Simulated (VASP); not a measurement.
# Rh (P6_3/mmc) in VASP: further runs

Rh is run at these levels: PBE; tasks: single point.

Everything below comes from runs of VASP 6.6.1. Logs are shortened: lines on timing, memory, paths and dates and some standing lists are left out, and cuts for length are marked.

## Step 1: The cell of the first run

It takes space group P6_3/mmc (No. 194, hexagonal). The conventional cell has a = 2.888 Å, b = 2.888 Å, c = 4.648 Å, α = 90.00°, β = 90.00°, γ = 120.00°. Within 3.8 Å of Rh (site symmetry -6m2) lie 12 Rh at 2.86 to 2.89 Å.

## Step 2: Single point, PBE (equal strain along all axes, cell held: +6.0 %)

INCAR

```
SYSTEM = Rh
PREC = Accurate
ENCUT = 520
EDIFF = 1E-6
ISMEAR = 0
SIGMA = 0.1
LREAL = .FALSE.
LASPH = .TRUE.
NELM = 80
ALGO = Fast
ISIF = 2
LWAVE = .FALSE.
LCHARG = .TRUE.
GGA = PE
LELF = .TRUE.
LVHAR = .TRUE.
NBANDS = 22
```

KPOINTS

```
Automatic mesh
0
G
  18 18 10
  0 0 0
```

POSCAR

```
Rh
1.0
    2.8882765988      0.0000000000      0.0000000000
   -1.4441382994      2.5013209077      0.0000000000
    0.0000000000      0.0000000000      4.6479330532
Rh
2
Direct
    0.6666666667      0.3333333333      0.7500000000
    0.3333333333      0.6666666667      0.2500000000
```

Potentials or basis: VASP PAW PBE potentials, release 64 (Rh_pv).

Launch:

```console
$ cat potpaw_PBE.64/Rh_pv/POTCAR > POTCAR
$ mpirun -np 1 vasp_std > vasp.out
```

OUTCAR:

```text
SYSTEM = Rh
   PREC = Accurate
   ENCUT = 520
   EDIFF = 1E-6
   ISMEAR = 0
   LREAL = .FALSE.
   LASPH = .TRUE.
   NELM = 80
   ISIF = 2
   GGA = PE

 ion  position               nearest neighbor table
   1  0.667  0.333  0.750-   2 2.86   2 2.86   2 2.86   2 2.86   2 2.86   2 2.86
   2  0.333  0.667  0.250-   1 2.86   1 2.86   1 2.86   1 2.86   1 2.86   1 2.86

  LATTYP: Found a hexagonal cell.
 ALAT       =     2.8882765988
 C/A-ratio  =     1.6092409761

  Lattice vectors:

 A1 = (   2.8882765988,   0.0000000000,   0.0000000000)
 A2 = (  -1.4441382994,   2.5013209077,   0.0000000000)
 A3 = (   0.0000000000,   0.0000000000,   4.6479330532)

Analysis of symmetry for initial positions (statically):
=====================================================================
 Subroutine PRICEL returns:
 Original cell was already a primitive cell.

 Routine SETGRP: Setting up the symmetry group for a
 hexagonal supercell.

 Subroutine GETGRP returns: Found 24 space group operations
 (whereof 12 operations were pure point group operations)
 out of a pool of 24 trial point group operations.

The static configuration has the point symmetry D_3d.
 The point group associated with its full space group is D_6h.

Analysis of symmetry for dynamics (positions and initial velocities):
=====================================================================
 Subroutine PRICEL returns:
 Original cell was already a primitive cell.

 Routine SETGRP: Setting up the symmetry group for a
 hexagonal supercell.

 Subroutine GETGRP returns: Found 24 space group operations
 (whereof 12 operations were pure point group operations)
 out of a pool of 24 trial point group operations.

The dynamic configuration has the point symmetry D_3d.
 The point group associated with its full space group is D_6h.

 Subroutine INISYM returns: Found 24 space group operations
 (whereof 12 operations are pure point group operations),
 and found     1 'primitive' translations

----------------------------------------------------------------------------------------

                                     Primitive cell

  volume of cell :      33.5790

  direct lattice vectors                    reciprocal lattice vectors
     2.888276599  0.000000000  0.000000000     0.346227228  0.199894383  0.000000000
    -1.444138299  2.501320908  0.000000000     0.000000000  0.399788766  0.000000000
     0.000000000  0.000000000  4.647933053     0.000000000  0.000000000  0.215149398

  length of vectors
     2.888276599  2.888276599  4.647933053     0.399788766  0.399788766  0.215149398

  position of ions in fractional coordinates (direct lattice)
     0.666666667  0.333333333  0.750000000
     0.333333333  0.666666667  0.250000000

  ion indices of the primitive-cell ions
   primitive index   ion index
                 1           1
                 2           2

----------------------------------------------------------------------------------------

 KPOINTS: Automatic mesh

Automatic generation of k-mesh.
 Grid dimensions read from file:
 generate k-points for:   18   18   10

 Generating k-lattice:

  Cartesian coordinates                     Fractional coordinates (reciprocal lattice)
     0.019234846  0.011105244  0.000000000     0.055555556  0.000000000  0.000000000
     0.000000000  0.022210487  0.000000000     0.000000000  0.055555556  0.000000000
     0.000000000  0.000000000  0.021514940     0.000000000  0.000000000  0.100000000

  Length of vectors
     0.022210487  0.022210487  0.021514940

  Shift w.r.t. Gamma in fractional coordinates (k-lattice)
     0.000000000  0.000000000  0.000000000

 Subroutine IBZKPT returns following result:
 ===========================================

 Found    222 irreducible k-points:

 Following reciprocal coordinates:
            Coordinates               Weight
  0.000000  0.000000  0.000000      1.000000
  0.055556 -0.000000  0.000000      6.000000
  0.111111 -0.000000  0.000000      6.000000
  0.166667 -0.000000  0.000000      6.000000
  0.222222 -0.000000  0.000000      6.000000
  0.277778 -0.000000  0.000000      6.000000
[... 16 lines left out ...]
  0.333333  0.111111  0.000000     12.000000
  0.388889  0.111111  0.000000     12.000000
 [... further k-points ...]
   k-points           NKPTS =    222   k-points in BZ     NKDIM =    222   number of bands    NBANDS=     22
   number of dos      NEDOS =    301   number of ions     NIONS =      2
   total plane-waves  NPLWV =  20736
   dimension x,y,z NGX =    24 NGY =   24 NGZ =   36
   dimension x,y,z NGXF=    48 NGYF=   48 NGZF=   72
   ions per type =               2
   NGX,Y,Z   is equivalent  to a cutoff of  13.81, 13.81, 12.88 a.u.
   NGXF,Y,Z  is equivalent  to a cutoff of  27.63, 27.63, 25.75 a.u.
 SYSTEM =  Rh
   PREC   = accura    normal or accurate (medium, high low for compatibility)
   ISTART =      0    job   : 0-new  1-cont  2-samecut
   ICHARG =      2    charge: 1-file 2-atom 10-const
   ISPIN  =      1    spin polarized calculation?
   LNONCOLLINEAR =      F non collinear calculations
   LSORBIT =      F    spin-orbit coupling
   LASPH  =      T    aspherical Exc in radial PAW
   ENCUT  =  520.0 eV  38.22 Ry    6.18 a.u.   5.37  5.37  8.64*2*pi/ulx,y,z
   NELM   =     80;   NELMIN=  2; NELMDL= -5     # of ELM steps
   EDIFF  = 0.1E-05   stopping-criterion for ELM
   LREAL  =      F    real-space projection
   EDIFFG = 0.1E-04   stopping-criterion for IOM
   NSW    =      0    number of steps for IOM
   IBRION =     -1    ionic relax: 0-MD 1-quasi-New 2-CG
   NFREE  =      0    steps in history (QN), initial steepest desc. (CG)
   ISIF   =      2    stress and relaxation
   ISYM   =      2    0-nonsym 1-usesym 2-fastsym
   POTIM  = 0.5000    time-step for ionic-motion
   TEBEG  =    0.0;   TEEND  =   0.0 temperature during run
   PSTRESS=    0.0 pullay stress
   NELECT =      30.0000    total number of electrons
   NUPDOWN=      -1.0000    fix difference up-down
   EMIN   =  10.00;   EMAX   =-10.00  energy-range for DOS
   EFERMI =   0.00;   METHOD = LEGACY
   ISMEAR =     0;   SIGMA  =   0.10  broadening in eV -4-tet -1-fermi 0-gaus
   EFERMI_NEDOS =   21; number of points for ismear=-14 and -15
   IALGO  =     68    algorithm
   IMIX   =      4    mixing-type and parameters
     AMIX     =   0.40;   BMIX     =  1.00
     AMIX_MAG =   1.60;   BMIX_MAG =  1.00
  volume/ion in A,a.u.               =      16.79       113.30
  Fermi-wavevector in a.u.,A,eV,Ry     =   1.576737  2.979601 33.825434  2.486099
  Thomas-Fermi vector in A             =   2.677525
   LORBIT       =      0    0 simple, 1 ext, 2 COOP (PROOUT), +10 PAW based schemes
   GGA     = PE    functional components
   LHFCALC =     F    Hartree Fock is set to
   AEXX    =    0.0000 exact exchange contribution
   IVDW    =     0    specifies the selected vdW correction
   LEPSILON=     F    determine dielectric tensor
   LRPA    =     F    only Hartree local field effects (RPA)
 non-spin polarized calculation
 RMM-DIIS sequential band-by-band and
 Gauss-broadening in eV      SIGMA  =   0.10
  energy-cutoff  :      520.00
  volume of cell :       33.58
 maximum number of plane-waves:       941
 NGX is ok and might be reduce to    24
   NGX = 11   NGY = 11   NGZ = 17

 number of electron      30.0000016 magnetization

 Free energy of the ion-electron system (eV)
  ---------------------------------------------------
  ext. energy  EPLUGINS =         0.00000000
  ---------------------------------------------------
  free energy    TOTEN  =       -13.88762843 eV

  energy without entropy =      -13.86475202  energy(sigma->0) =      -13.87619023

 E-fermi :   8.6645     XC(G=0): -12.7784

 val. band max:        8.6629893712   @ k =   0.0556  -0.0000   0.3000
 cond. band min:       8.6655153239   @ k =   0.2222   0.1667   0.2000
 fundamental gap:      0.0025259527
 Fermi energy:         8.6645363577

 k-point     1 :       0.0000    0.0000    0.0000
  band No.  band energies     occupation
      1     -37.8170      2.00000
      2     -37.4788      2.00000
      3     -37.4788      2.00000
      4     -37.4438      2.00000
      5     -37.4223      2.00000
      6     -37.4223      2.00000
[... 14 lines left out ...]
     21      26.5018      0.00000
     22      26.7961      0.00000

 k-point     2 :       0.0556   -0.0000    0.0000
  band No.  band energies     occupation
      1     -37.8135      2.00000
      2     -37.4865      2.00000
      3     -37.4813      2.00000
      4     -37.4453      2.00000
      5     -37.4304      2.00000
      6     -37.4236      2.00000
[... 14 lines left out ...]
     21      26.5951      0.00000
     22      26.6748      0.00000

 k-point     3 :       0.1111   -0.0000    0.0000
  band No.  band energies     occupation
      1     -37.8032      2.00000
      2     -37.5088      2.00000
      3     -37.4887      2.00000
      4     -37.4536      2.00000
      5     -37.4500      2.00000
      6     -37.4274      2.00000
[... 14 lines left out ...]
     21      26.0544      0.00000
     22      26.8438      0.00000

 k-point     4 :       0.1667   -0.0000    0.0000
  band No.  band energies     occupation
      1     -37.7867      2.00000
      2     -37.5430      2.00000
      3     -37.4997      2.00000
      4     -37.4889      2.00000
      5     -37.4579      2.00000
      6     -37.4334      2.00000
[... 14 lines left out ...]
     21      25.5854      0.00000
     22      25.9813      0.00000

 k-point     5 :       0.2222   -0.0000    0.0000
  band No.  band energies     occupation
      1     -37.7652      2.00000
      2     -37.5852      2.00000
      3     -37.5316      2.00000
      4     -37.5131      2.00000
      5     -37.4689      2.00000
      6     -37.4410      2.00000
[... 417 lines left out ...]
 k-point    22 :       0.2778    0.1111    0.0000
  band No.  band energies     occupation
      1     -37.7055      2.00000
      2     -37.6682      2.00000
      3     -37.6267      2.00000
      4     -37.5462      2.00000
      5     -37.5041      2.00000
      6     -37.4748      2.00000
[... 14 lines left out ...]
     21      20.5419      0.00000
     22      23.7961      0.00000

 k-point    23 :       0.3333    0.1111    0.0000
  band No.  band energies     occupation
      1     -37.7004      2.00000
      2     -37.6800      2.00000
      3     -37.6507      2.00000
      4     -37.5619      2.00000
      5     -37.5215      2.00000
      6     -37.4829      2.00000
[... 14 lines left out ...]
     21      19.8238      0.00000
     22      22.9309      0.00000

 k-point    24 :       0.3889    0.1111    0.0000
  band No.  band energies     occupation
      1     -37.7215      2.00000
      2     -37.6664      2.00000
      3     -37.6594      2.00000
      4     -37.5720      2.00000
      5     -37.5368      2.00000
      6     -37.4882      2.00000
[... 14 lines left out ...]
     21      19.3247      0.00000
     22      21.6445      0.00000

 [... further k-points ...]
[... 5 lines left out ...]
  --------------------------------------------------------------------------------------
  -------------------------------------------------------------------------------------
  Total       -5.8346706     -5.8346706     -6.0145062     -0.0000000      0.0000000      0.0000000
  in kB     -278.3933546   -278.3933546   -286.9739680     -0.0000000      0.0000000      0.0000000
  external PRESSURE =    -281.2535591 kB  Pullay stress =       0.0000000 kB

 VOLUME and BASIS-vectors are now :
 -----------------------------------------------------------------------------
  energy-cutoff  :      520.00
  volume of cell :       33.58
      direct lattice vectors                 reciprocal lattice vectors
     2.888276599  0.000000000  0.000000000     0.346227228  0.199894383  0.000000000
    -1.444138299  2.501320908  0.000000000     0.000000000  0.399788766  0.000000000
     0.000000000  0.000000000  4.647933053     0.000000000  0.000000000  0.215149398

 POSITION                                       TOTAL-FORCE (eV/Angst)
 -----------------------------------------------------------------------------------
      1.44414      0.83377      3.48595        -0.000000      0.000000      0.000000
     -0.00000      1.66755      1.16198         0.000000     -0.000000      0.000000
 -----------------------------------------------------------------------------------
    total drift:                               -0.000000      0.000000     -0.000000

  FREE ENERGIE OF THE ION-ELECTRON SYSTEM (eV)
  ---------------------------------------------------
  free  energy   TOTEN  =       -13.8876284282 eV

  energy  without entropy=      -13.8647520247  energy(sigma->0) =      -13.87619023
```

Wall time 2.2 min (1 thread of Intel Xeon Platinum 8375C at 2.90GHz (Ice Lake), shared host); peak memory 0.25 GiB.

Results:

| Item | Value |
| --- | --- |
| Free energy | -13.8876 eV |
| Pressure | -28.1 GPa |
| Band gap on the k mesh | zero (band 15 reaches 9.10 eV, above the bottom of band 16 at 7.40 eV) |

Levels at points of the mesh, in eV from the Fermi level:
```tsv
k point	band 12	band 13	band 14	band 15	band 16	band 17	band 18	band 19
(0.00, 0.00, 0.00)	-1.82	-1.82	-1.42	-1.42	0.09	0.09	1.04	6.92
(0.50, 0.00, 0.00)	-1.63	-1.56	0.27	0.44	0.49	2.50	4.20	9.01
(0.00, 0.00, 0.50)	-2.30	-2.30	-2.30	-0.34	-0.34	-0.34	-0.34	13.67
(0.50, 0.00, 0.50)	-1.22	-0.17	-0.17	0.41	0.41	2.46	2.46	7.56
```

Caveat: the cell differs from its parent crystal (equal strain along all axes, cell held: +6.0 %).

## Step 3: Single point, PBE (equal strain along all axes, cell held: -4.0 %)

INCAR

```
SYSTEM = Rh
PREC = Accurate ; ENCUT = 520
EDIFF = 1E-6 ; ISMEAR = 0
SIGMA = 0.1 ; LREAL = .FALSE.
LASPH = .TRUE. ; NELM = 80
ALGO = Fast ; ISIF = 2
LWAVE = .FALSE. ; LCHARG = .TRUE.
GGA = PE ; LELF = .TRUE.
LVHAR = .TRUE. ; NBANDS = 22
```

KPOINTS is that of step 2.

POSCAR

```
Rh
1.0
    2.6157976744      0.0000000000      0.0000000000
   -1.3078988372      2.2653472372      0.0000000000
    0.0000000000      0.0000000000      4.2094488029
Rh
2
Direct
    0.6666666667      0.3333333333      0.7500000000
    0.3333333333      0.6666666667      0.2500000000
```

Potentials or basis: VASP PAW PBE potentials, release 64 (Rh_pv).

Launch:

```console
$ cat potpaw_PBE.64/Rh_pv/POTCAR > POTCAR
$ mpirun -np 1 vasp_std > vasp.out
```

Run time: 100 s. Hardware: 1 thread of Intel Xeon Platinum 8375C at 2.90GHz (Ice Lake), shared host; peak memory 0.21 GiB.

It converged, with:

```
Free energy            : -14.0643 eV
Pressure               : 42.8 GPa
Band gap on the k mesh : zero (band 15 reaches 14.67 eV, above the bottom of band 16 at 11.83 eV)
```

Stress tensor (GPa, compression positive):
```
42.36  0.00  0.00
 0.00 42.36  0.00
 0.00  0.00 43.69
```

Levels at points of the mesh, in eV from the Fermi level:
```tsv
k point	band 11	band 12	band 13	band 14	band 15	band 16	band 17	band 18	band 19	band 20
(0.00, 0.00, 0.00)	-3.56	-2.93	-2.93	-2.29	-2.29	0.13	0.13	0.67	9.72	15.78
(0.50, 0.00, 0.00)	-3.13	-2.59	-2.52	0.47	0.76	0.84	3.35	5.68	11.12	11.67
(0.00, 0.00, 0.50)	-3.70	-3.70	-3.68	-3.68	-0.52	-0.52	-0.52	-0.52	15.10	15.10
(0.50, 0.00, 0.50)	-2.01	-2.01	-0.41	-0.41	0.70	0.70	2.85	2.85	10.34	10.34
```

Caveat: the cell differs from its parent crystal (equal strain along all axes, cell held: -4.0 %).

(Part 1 of 2 ends here.)
